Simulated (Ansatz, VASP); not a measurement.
**FeO in VASP and in Ansatz**

```
Fe O
1.0
     1.52888    0.88270    2.53626
    -1.52888    0.88270    2.53626
     0.00000   -1.76540    2.53626
Fe O
1 1
Direct
  0.00000 0.00000 0.00000
  0.50000 0.50000 0.50000
```

Alike in both runs: task single point; functional PBEsol; k mesh 11 × 11 × 11; occupations fermi-dirac, width 0.05 eV; collinear spin.

|  | VASP | Ansatz |
| --- | --- | --- |
| version | VASP 6.6.1 | Ansatz 0.2.0 |
| potentials or method | VASP PAW PBE potentials, release 64 (Fe, O) | Ansatz PAW |
| plane-wave cutoff (eV) | 520 | 420 |
| valence electrons in the cell | 14 | 22 |

```csv
,VASP,Ansatz,Ansatz less VASP
gap on the k mesh at the Fermi level (eV),none,none,-
pressure (GPa),-12.4,-12.6,-0.15
"traceless stress, the component that is largest in VASP (GPa)",-0.71,-0.67,+0.037
net moment per atom (μB),2.00,2.00,0.000
size of the moment on the site where the two differ most (μB),3.62,3.45,-0.162
```

VASP's potentials were made for PBE, not for PBEsol. Site moments also hang on the region over which each program counts them. A gap of «none» marks a metal or a gap that the smearing closes. The functional is the same, so the differences come from potentials, cutoffs and numerics. VASP's potentials hold 14 valence electrons a cell and Ansatz's 22, so a difference there can come from the potentials and not from the codes.
